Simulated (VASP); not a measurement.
Runs of VASP 6.6.1 on Zr3N2. The structure is that of space group R-3c (No. 167), or close to it. The cells are those of the table. 

```csv
cell,gap on the mesh (eV),pressure (GPa),largest force (eV/Å)
"a = 6.168 Å, angles 54.5°, 10 atoms",none,(a),-
"a = 6.229 Å, angles 54.5°, 10 atoms",none,-5.6,0.01
"a = 6.106 Å, angles 54.5°, 10 atoms",none,6.9,0.01
"a = 6.289 Å, angles 54.5°, 10 atoms",none,-10.5,0.01
```

Alike in all rows: task single point; level r2SCAN; potentials or basis VASP PAW PBE potentials, release 64 (Zr_sv, N); no spin polarisation; k mesh 12 × 12 × 12; cutoff (eV) 520; smearing gaussian 0.1 eV.

Fill in the values left out.

(a) 0.2.

Caveats: the PAW data sets were made with another functional, which shifts forces and pressure a little; the cell stands under tension (at least some runs); the cell stands under pressure (at least some runs).

A k mesh can miss the band edges, and the runs leave out spin-orbit coupling on Zr.

A gap of «none» marks levels without a gap at the run's occupations.
